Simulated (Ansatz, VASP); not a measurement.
NiO2: VASP beside Ansatz

```
Ni O
1.0
     2.84753    0.00000    0.00000
    -1.42376    2.46603    0.00000
     0.00000    0.00000    3.95949
Ni O
1 2
Direct
  0.00000 0.00000 0.50000
  0.66667 0.33333 0.74240
  0.33333 0.66667 0.25760
```

Alike in both runs: task single point; functional LDA; k mesh 12 × 12 × 6; occupations gaussian, width 0.05 eV; no spin polarisation.

```csv
,VASP,Ansatz
version,VASP 6.6.1,Ansatz 0.2.0
potentials or method,"VASP PAW LDA potentials, release 64 (Ni_sv_GW, O), cutoff 700 eV","scalar-relativistic, plane waves, PAW"
valence electrons in the cell,30,30
```

Ansatz gave:

* gap on the k mesh at the Fermi level (eV): 0.45
* least direct gap on the mesh (eV): 0.69
* pressure (GPa): -18.4
* traceless stress, the component that is largest in VASP (GPa): 5.53
* rms of the force components (eV/Å): 0.672

Problem. Which values does VASP return?

Solution. gap on the k mesh at the Fermi level (eV): 0.44; least direct gap on the mesh (eV): 0.68; pressure (GPa): -18.7; traceless stress, the component that is largest in VASP (GPa): 4.79; rms of the force components (eV/Å): 0.632.

LDA's correlation is that of Perdew and Zunger in VASP and of Perdew and Wang (1992) in Ansatz. Atom by atom the forces differ by 0.040 eV/Å (rms over components).
